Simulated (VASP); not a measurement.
# Sb (Pm-3m) in VASP: notebook

Runs on Sb. Level: PBE. Tasks: single point, relaxation of cell and atoms.

All numbers are computed with VASP 6.6.1; they aren't measurements. Logs are shortened: lines on timing, memory, paths and dates and some standing lists are left out, and cuts for length are marked.

### 1 The cell of the first run

It takes space group Pm-3m (No. 221, cubic). The conventional cell has a = 3.225 Å, b = 3.225 Å, c = 3.225 Å, α = 90.00°, β = 90.00°, γ = 90.00°. Within 4.2 Å of Sb (site symmetry m-3m) lie 6 Sb at 3.23 Å.

### 2 Single point, PBE (volume scaled by 1.12)

INCAR

```
SYSTEM = Sb
  PREC = Accurate
  ENCUT = 520
  EDIFF = 1E-6
  ISMEAR = -1
  SIGMA = 0.1
  LREAL = .FALSE.
  LASPH = .TRUE.
  NELM = 80
  ALGO = Normal
  ISIF = 2
  LWAVE = .FALSE.
  LCHARG = .FALSE.
  GGA = PE
  NBANDS = 8
```

KPOINTS

```
regular mesh
0
G
  11 11 11
  0 0 0
```

POSCAR

```
Sb
1.0
    3.2252961171      0.0000000000      0.0000000000
    0.0000000000      3.2252961171      0.0000000000
    0.0000000000      0.0000000000      3.2252961171
Sb
1
Direct
    0.0000000000      0.0000000000      0.0000000000
```

Potentials or basis: VASP PAW PBE potentials, release 64 (Sb).

Run with:

```
cat potpaw_PBE.64/Sb/POTCAR > POTCAR
mpirun -np 1 vasp_std > vasp.out
```

OUTCAR:

```text
SYSTEM = Sb
   PREC = Accurate
   ENCUT = 520
   EDIFF = 1E-6
   ISMEAR = -1
   LREAL = .FALSE.
   LASPH = .TRUE.
   NELM = 80
   ISIF = 2
   GGA = PE

 ion  position               nearest neighbor table
   1  0.000  0.000  0.000-

  LATTYP: Found a simple cubic cell.
 ALAT       =     3.2252961171

  Lattice vectors:

 A1 = (   3.2252961171,   0.0000000000,   0.0000000000)
 A2 = (   0.0000000000,   3.2252961171,   0.0000000000)
 A3 = (   0.0000000000,   0.0000000000,   3.2252961171)

Analysis of symmetry for initial positions (statically):
=====================================================================
 Subroutine PRICEL returns:
 Original cell was already a primitive cell.

 Routine SETGRP: Setting up the symmetry group for a
 simple cubic supercell.

 Subroutine GETGRP returns: Found 48 space group operations
 (whereof 48 operations were pure point group operations)
 out of a pool of 48 trial point group operations.

The static configuration has the point symmetry O_h .

Analysis of symmetry for dynamics (positions and initial velocities):
=====================================================================
 Subroutine PRICEL returns:
 Original cell was already a primitive cell.

 Routine SETGRP: Setting up the symmetry group for a
 simple cubic supercell.

 Subroutine GETGRP returns: Found 48 space group operations
 (whereof 48 operations were pure point group operations)
 out of a pool of 48 trial point group operations.

The dynamic configuration has the point symmetry O_h .

 Subroutine INISYM returns: Found 48 space group operations
 (whereof 48 operations are pure point group operations),
 and found     1 'primitive' translations

----------------------------------------------------------------------------------------

                                     Primitive cell

  volume of cell :      33.5513

  direct lattice vectors                    reciprocal lattice vectors
     3.225296117  0.000000000  0.000000000     0.310049051  0.000000000  0.000000000
     0.000000000  3.225296117  0.000000000     0.000000000  0.310049051  0.000000000
     0.000000000  0.000000000  3.225296117     0.000000000  0.000000000  0.310049051

  length of vectors
     3.225296117  3.225296117  3.225296117     0.310049051  0.310049051  0.310049051
[... 77 lines left out ...]
   ENCUT  =  520.0 eV  38.22 Ry    6.18 a.u.   6.00  6.00  6.00*2*pi/ulx,y,z
   NELM   =     80;   NELMIN=  2; NELMDL= -5     # of ELM steps
   EDIFF  = 0.1E-05   stopping-criterion for ELM
   LREAL  =      F    real-space projection
   EDIFFG = 0.1E-04   stopping-criterion for IOM
   NSW    =      0    number of steps for IOM
   IBRION =     -1    ionic relax: 0-MD 1-quasi-New 2-CG
   NFREE  =      0    steps in history (QN), initial steepest desc. (CG)
   ISIF   =      2    stress and relaxation
   ISYM   =      2    0-nonsym 1-usesym 2-fastsym
   POTIM  = 0.5000    time-step for ionic-motion
   TEBEG  =    0.0;   TEEND  =   0.0 temperature during run
   PSTRESS=    0.0 pullay stress
   NELECT =       5.0000    total number of electrons
   NUPDOWN=      -1.0000    fix difference up-down
   EMIN   =  10.00;   EMAX   =-10.00  energy-range for DOS
   EFERMI =   0.00;   METHOD = LEGACY
   ISMEAR =    -1;   SIGMA  =   0.10  broadening in eV -4-tet -1-fermi 0-gaus
   EFERMI_NEDOS =   21; number of points for ismear=-14 and -15
   IALGO  =     38    algorithm
   IMIX   =      4    mixing-type and parameters
     AMIX     =   0.40;   BMIX     =  1.00
     AMIX_MAG =   1.60;   BMIX_MAG =  1.00
  volume/ion in A,a.u.               =      33.55       226.42
  Fermi-wavevector in a.u.,A,eV,Ry     =   0.867951  1.640190 10.249800  0.753339
  Thomas-Fermi vector in A             =   1.986559
   LORBIT       =      0    0 simple, 1 ext, 2 COOP (PROOUT), +10 PAW based schemes
   GGA     = PE    functional components
   LHFCALC =     F    Hartree Fock is set to
   AEXX    =    0.0000 exact exchange contribution
   IVDW    =     0    specifies the selected vdW correction
   LEPSILON=     F    determine dielectric tensor
   LRPA    =     F    only Hartree local field effects (RPA)
 non-spin polarized calculation
  energy-cutoff  :      520.00
  volume of cell :       33.55
 maximum number of plane-waves:       919
 NGX is ok and might be reduce to    24
   NGX = 11   NGY = 11   NGZ = 11

 number of electron       5.0000000 magnetization

 Free energy of the ion-electron system (eV)
  ---------------------------------------------------
  ext. energy  EPLUGINS =         0.00000000
  ---------------------------------------------------
  free energy    TOTEN  =        -4.03499018 eV

  energy without entropy =       -4.01155744  energy(sigma->0) =       -4.02327381

 E-fermi :   5.6883     XC(G=0):  -9.1269

 val. band max:        5.6663796803   @ k =   0.2727   0.2727   0.2727
 cond. band min:       5.7042321323   @ k =   0.1818   0.0909   0.0909
 fundamental gap:      0.0378524519
 Fermi energy:         5.6883450494

 k-point     1 :       0.0000    0.0000    0.0000
  band No.  band energies     occupation
      1      -5.8051      2.00000
      2       8.7059      0.00000
      3       8.7059      0.00000
      4       8.7059      0.00000
      5      12.5539      0.00000
      6      12.5539      0.00000
      7      13.3111      0.00000
      8      22.7011      0.00000
[... 243 lines left out ...]
 k-point    24 :       0.2727    0.0909    0.0909
  band No.  band energies     occupation
      1      -4.6972      2.00000
      2       3.8023      2.00000
      3       8.3712      0.00000
      4       8.5243      0.00000
      5      14.7728      0.00000
      6      14.9916      0.00000
      7      17.1279      0.00000
      8      17.2520      0.00000

 [... further k-points ...]

------------------------ aborting loop because EDIFF is reached ----------------------------------------

  FORCE on cell =-STRESS in cart. coord.  units (eV):
  Direction    XX          YY          ZZ          XY          YZ          ZX
  --------------------------------------------------------------------------------------
  -------------------------------------------------------------------------------------
  Total       -0.9380594     -0.9380594     -0.9380594     -0.0000000      0.0000000      0.0000000
  in kB      -44.7952672    -44.7952672    -44.7952672     -0.0000000      0.0000000      0.0000000
  external PRESSURE =     -44.7952672 kB  Pullay stress =       0.0000000 kB

 VOLUME and BASIS-vectors are now :
 -----------------------------------------------------------------------------
  energy-cutoff  :      520.00
  volume of cell :       33.55
      direct lattice vectors                 reciprocal lattice vectors
     3.225296117  0.000000000  0.000000000     0.310049051  0.000000000  0.000000000
     0.000000000  3.225296117  0.000000000     0.000000000  0.310049051  0.000000000
     0.000000000  0.000000000  3.225296117     0.000000000  0.000000000  0.310049051

 POSITION                                       TOTAL-FORCE (eV/Angst)
 -----------------------------------------------------------------------------------
      0.00000      0.00000      0.00000         0.000000      0.000000      0.000000
 -----------------------------------------------------------------------------------
    total drift:                               -0.000000      0.000000      0.000000

  FREE ENERGIE OF THE ION-ELECTRON SYSTEM (eV)
  ---------------------------------------------------
  free  energy   TOTEN  =        -4.0349901765 eV

  energy  without entropy=       -4.0115574444  energy(sigma->0) =       -4.02327381
```

OSZICAR:

```text
N       E                     dE             d eps       ncg     rms          rms(c)
DAV:   1     0.486823390712E+01    0.48682E+01   -0.15982E+03   896   0.400E+02
DAV:   2    -0.390680357570E+01   -0.87750E+01   -0.85335E+01  1216   0.507E+01
DAV:   3    -0.402959207902E+01   -0.12279E+00   -0.12252E+00  1136   0.661E+00
DAV:   4    -0.403007111436E+01   -0.47904E-03   -0.47902E-03  1368   0.493E-01
DAV:   5    -0.403007304835E+01   -0.19340E-05   -0.19344E-05  1184   0.192E-02    0.157E+00
DAV:   6    -0.403285941244E+01   -0.27864E-02   -0.15533E-03  1064   0.226E-01    0.916E-01
DAV:   7    -0.403492419496E+01   -0.20648E-02   -0.35665E-03  1024   0.339E-01    0.821E-02
DAV:   8    -0.403498621312E+01   -0.62018E-04   -0.11870E-04  1168   0.708E-02    0.100E-02
DAV:   9    -0.403498987268E+01   -0.36596E-05   -0.31667E-06  1216   0.110E-02    0.270E-03
DAV:  10    -0.403499017650E+01   -0.30381E-06   -0.15321E-06  1104   0.630E-03
   1 F= -.40349902E+01 E0= -.40232738E+01  d E =-.234327E-01
```

stdout:

```text
POSCAR found type information on POSCAR Sb
 POSCAR found :  1 types and       1 ions
 scaLAPACK will be used
 LDA part: xc-table for (Slater+PW92), standard interpolation
 POSCAR, INCAR and KPOINTS ok, starting setup
 FFT: planning ... GRIDC
 FFT: planning ... GRID_SOFT
 FFT: planning ... GRID
 WAVECAR not read
 entering main loop
```

It took 3.2 s on 1 thread of Intel Xeon 6975P-C (Granite Rapids), shared host; peak memory 0.13 GiB.

What came out:

| Item | Value |
| --- | --- |
| Free energy | -4.0350 eV |
| Pressure | -4.5 GPa |

Caveat: the cell differs from its parent crystal (volume scaled by 1.12); spin-orbit coupling is left out, which moves the levels of the heavy elements.

### 3 Single point, PBE

This run uses another cell than the first one, of 29.96 Å³/atom, 0.893 times its volume.

INCAR

```
SYSTEM = Sb
PREC = Accurate
ENCUT = 520
EDIFF = 1E-6
ISMEAR = -1
SIGMA = 0.1
LREAL = .False.
LASPH = .True.
NELM = 60
ALGO = Normal
ISIF = 2
LWAVE = .False.
LCHARG = .True.
GGA = PE
LELF = .True.
LVHAR = .True.
NBANDS = 8
```

KPOINTS

```
Automatic mesh
0
Gamma
  17 17 17
  0 0 0
```

POSCAR

```
Sb
1.0
    3.1057292063      0.0000000000      0.0000000000
    0.0000000000      3.1057292063      0.0000000000
    0.0000000000      0.0000000000      3.1057292063
Sb
1
Direct
    0.0000000000      0.0000000000      0.0000000000
```

Potentials or basis: VASP PAW PBE potentials, release 64 (Sb).

Run with:

```
cat potpaw_PBE.64/Sb/POTCAR > POTCAR
mpirun -np 1 vasp_std > vasp.out
```

Wall time 7 s (1 thread of Intel Xeon 6975P-C (Granite Rapids), shared host); peak memory 0.16 GiB.

It converged, with:

* Free energy: -4.0996 eV
* Pressure: 0.2 GPa

Levels at points of the mesh, in eV from the Fermi level:
```csv
k point,band 1,band 2,band 3,band 4,band 5,band 6
"(0.00, 0.00, 0.00)",-12.34,3.27,3.27,3.27,6.92,6.92
```

Caveat: spin-orbit coupling is left out, which moves the levels of the heavy elements.

### 4 Relaxation of cell and atoms, PBE

This run uses another cell than the first one, of 29.36 Å³/atom, 0.875 times its volume.

INCAR

```
SYSTEM = Sb
ALGO = Normal ; EDIFF = 1E-6
EDIFFG = -0.01 ; ENCUT = 600
GGA = PE ; IBRION = 2
ISIF = 3 ; ISMEAR = -1
LASPH = .TRUE. ; LCHARG = .FALSE.
LREAL = .FALSE. ; LWAVE = .FALSE.
NELM = 100 ; NSW = 80
PREC = Accurate ; SIGMA = 0.1
```

KPOINTS

```
k-points
0
G
  10 10 10
  0 0 0
```

POSCAR

```
Sb
1.0
    3.0848839383      0.0000000000      0.0000000000
    0.0000000000      3.0848839383      0.0000000000
    0.0000000000      0.0000000000      3.0848839383
Sb
1
Direct
    0.0000000000      0.0000000000      0.0000000000
```

Run with:

```
cat potpaw_PBE.64/Sb/POTCAR > POTCAR
mpirun -np 1 vasp_std > vasp.out
```

Run time: 8.4 s. Hardware: 1 thread of Intel Xeon 6975P-C (Granite Rapids), shared host; peak memory 0.17 GiB.

Results (log left out):

| Item | Value |
| --- | --- |
| Free energy | -4.1096 eV |
| Relaxed volume | 29.93 Å³/atom |
| Relaxed cell | a = 3.105 Å, b = 3.105 Å, c = 3.105 Å, α = 90.00°, β = 90.00°, γ = 90.00° |
| Space group after relaxing (to 0.05 Å) | Pm-3m (No. 221) |
| Energy gained by relaxing | 2.0 meV/atom |
| Ionic steps | 3 |
| Pressure after relaxing | 0.0 GPa |

Step by step:
```csv
step,energy change (eV),largest force (eV/Å),pressure (GPa),volume (Å³)
1,0.0000,0.0000,1.15,29.36
2,-0.0014,0.0000,-0.61,30.26
3,-0.0020,0.0000,0.01,29.93
```

Final structure:
```xyz
1
Lattice="3.1047 0.0000 0.0000 0.0000 3.1047 0.0000 0.0000 0.0000 3.1047" Properties=species:S:1:pos:R:3 pbc="T T T"
Sb    0.0000    0.0000    0.0000
```

Levels at points of the mesh, in eV from the Fermi level:
```tsv
k point	band 1	band 2	band 3	band 4	band 5
(0.00, 0.00, 0.00)	-12.28	3.34	3.34	3.34	6.99
(0.50, 0.00, 0.00)	-9.87	-5.47	5.33	5.33	9.07
(0.50, 0.50, 0.00)	-7.32	-3.44	-3.44	2.28	7.37
(0.50, 0.50, 0.50)	-4.47	-1.53	-1.53	-1.53	4.92
```

Caveat: spin-orbit coupling is left out, which moves the levels of the heavy elements.

### 5 Overview

```tsv
task	cell	k mesh	cutoff (eV)	gap on the mesh (eV)	pressure (GPa)
single point	a = 3.225 Å, 1 atom	11 × 11 × 11	520	none	-4.5
single point	a = 3.106 Å, 1 atom	17 × 17 × 17	520	none	0.2
relaxation of cell and atoms	relaxed from a = 3.085 Å, 1 atom	10 × 10 × 10	600	none	0.0
```

Alike in all rows: level PBE; potentials or basis VASP PAW PBE potentials, release 64 (Sb); no spin polarisation; smearing fermi-dirac 0.1 eV.

Caveats: spin-orbit coupling is left out, which moves the levels of the heavy elements.

Absolute energies hang on the potentials; compare differences alone.
